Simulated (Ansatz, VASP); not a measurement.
**Two plane-wave programs on As**

The input INCAR:

```
ALGO     = Normal         # electronic algorithm
EDIFF    = 1E-7           # SCF threshold, eV
ENCUT    = 520            # plane-wave cutoff, eV
GGA      = CA             # functional
ISIF     = 2              # what is computed and relaxed
ISMEAR   = -1             # smearing method
LASPH    = T              # aspherical terms in the spheres
LCHARG   = F              # write CHGCAR
LREAL    = F              # projectors in reciprocal space
LWAVE    = F              # write WAVECAR
NBANDS   = 8              # bands
NELM     = 100            # most SCF steps
PREC     = Accurate       # precision mode
SIGMA    = 0.05           # smearing width, eV
```

KPOINTS

```
k-points
0
Gamma
  10 10 10
```

File POSCAR:

```
As
1.0
    2.6484890792      0.0000000000      0.0000000000
    0.0000000000      2.6484890792      0.0000000000
    0.0000000000      0.0000000000      2.6484890792
As
1
Direct
    0.5000000000      0.5000000000      0.5000000000
```

File input.yaml:

```yaml
crystal:
  lattice:
    - [2.6484890792, 0.0, 0.0]
    - [0.0, 2.6484890792, 0.0]
    - [0.0, 0.0, 2.6484890792]
  atoms:
    - { symbol: As, position: [0.5, 0.5, 0.5] }
hamiltonian:
  xc: lda
  pseudopotentials: { kind: paw }
kpoints:
  mp_grid: { grid: [10, 10, 10] }
scf:
  occupations: { method: fermi_dirac, width: 0.05 }
output:
  forces: true
  stress: true
  eigenvalues: true
  write_density: true
  write_potential: true
  elf: true
  volumetric_format: npy
```

Alike in both runs: task single point; functional LDA; k mesh 10 × 10 × 10; occupations fermi-dirac, width 0.05 eV; no spin polarisation.

|  | VASP | Ansatz |
| --- | --- | --- |
| version | VASP 6.6.1 | Ansatz 0.2.0 |
| potentials or method | VASP PAW LDA potentials, release 64 (As) | Ansatz PAW |
| plane-wave cutoff (eV) | 520 | 420 |
| valence electrons in the cell | 5 | 15 |

Ansatz gave:

| Property | Result |
| --- | --- |
| gap on the k mesh at the Fermi level (eV) | none |
| pressure (GPa) | 2.6 |

Q: Which values does VASP return?

A: gap on the k mesh at the Fermi level (eV): none; pressure (GPa): 3.0.

LDA's correlation is that of Perdew and Zunger in VASP and of Perdew and Wang (1992) in Ansatz. A gap of «none» marks a metal or a gap that the smearing closes. VASP's potentials hold 5 valence electrons a cell and Ansatz's 15, so a difference there can come from the potentials and not from the codes.
